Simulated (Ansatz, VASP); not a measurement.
Two plane-wave programs on FePb

```xyz
2
Lattice="3.3986 0.0000 0.0000 0.0000 3.3986 0.0000 0.0000 0.0000 3.3986" Properties=species:S:1:pos:R:3 pbc="T T T"
Fe    0.0000    0.0000    0.0000
Pb    1.6993    1.6993    1.6993
```

Alike in both runs: task single point; functional PBE; k mesh 12 × 12 × 12; occupations gaussian, width 0.1 eV; no spin polarisation.

|  | VASP | Ansatz |
| --- | --- | --- |
| version | VASP 6.6.1 | Ansatz 0.2.0 |
| potentials or method | VASP PAW PBE potentials, release 64 (Fe, Pb_d), cutoff 520 eV | scalar-relativistic, plane waves, PAW |
| valence electrons in the cell | 22 | 30 |

```csv
,VASP,Ansatz,Ansatz less VASP
gap on the k mesh at the Fermi level (eV),none,none,-
pressure (GPa),-10.0,-10.0,+0.06
```

A gap of «none» marks a metal or a gap that the smearing closes. VASP's potentials hold 22 valence electrons a cell and Ansatz's 30, so a difference there can come from the potentials and not from the codes.

Neither program's run includes spin-orbit coupling.
